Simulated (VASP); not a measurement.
Here is a VASP 6.6.1 calculation.

POSCAR

```
Ni
1.0
    2.3892444876     -0.0000000132     -0.0000000229
   -0.7964148167      2.2526013099     -0.0000000229
   -0.7964148167     -1.1263006219      1.9508099780
Ni
1
Direct
    0.0000000000      0.0000000000      0.0000000000
```

INCAR.step1

```
PREC     = Accurate       # precision mode
ENCUT    = 520            # plane-wave cutoff, eV
ISMEAR   = -1             # smearing method
SIGMA    = 0.1            # smearing width, eV
LREAL    = False          # projectors in reciprocal space
LASPH    = True           # aspherical terms in the spheres
NELM     = 150            # most SCF steps
ISPIN    = 2              # spin polarisation
MAGMOM   = 1.5            # initial moments
LMAXMIX  = 4              # l up to which the mixer works
NBANDS   = 15             # bands
GGA      = PE             # functional
ALGO     = Normal         # electronic algorithm
EDIFF    = 1E-4           # SCF threshold, eV
LWAVE    = True           # write WAVECAR
LCHARG   = False          # write CHGCAR
```

Contents of INCAR.step2:

```
PREC     = Accurate       # precision mode
ENCUT    = 520            # plane-wave cutoff, eV
EDIFF    = 1E-7           # SCF threshold, eV
ISMEAR   = -1             # smearing method
SIGMA    = 0.1            # smearing width, eV
LREAL    = False          # projectors in reciprocal space
LASPH    = True           # aspherical terms in the spheres
NELM     = 150            # most SCF steps
ALGO     = Normal         # electronic algorithm
ISIF     = 2              # what is computed and relaxed
LWAVE    = False          # write WAVECAR
LCHARG   = False          # write CHGCAR
ISPIN    = 2              # spin polarisation
MAGMOM   = 1.5            # initial moments
LORBIT   = 11             # projections on sites
LMAXMIX  = 4              # l up to which the mixer works
METAGGA  = R2SCAN         # meta-GGA
LMIXTAU  = True         
IVDW     = 13             # dispersion correction
VDW_S6   = 1.0          
VDW_S8   = 0.6018749    
VDW_A1   = 0.51559235   
VDW_A2   = 5.77342911   
NBANDS   = 15             # bands
ISTART   = 1
```

KPOINTS

```
Automatic mesh
0
Gamma
  15 15 15
```

Potentials or basis: VASP PAW PBE potentials, release 64 (Ni).

The run is started by

```console
$ cat potpaw_PBE.64/Ni/POTCAR > POTCAR
$ cp INCAR.step1 INCAR
$ mpirun -np 1 vasp_std > vasp.out
$ cp INCAR.step2 INCAR
$ mpirun -np 1 vasp_std > vasp.out
```

**Question.** Predict the net moment.

**Answer.** 0.64 μB per cell.

**Question.** What does it give for the pressure?

**Answer.** 0.4 GPa.

**Question.** Estimate the dispersion energy per atom.

**Answer.** -0.161 eV.

Caveat: the PAW data sets were made with another functional, which shifts forces and pressure a little; pairwise dispersion overbinds metals, which lowers pressure and volume.
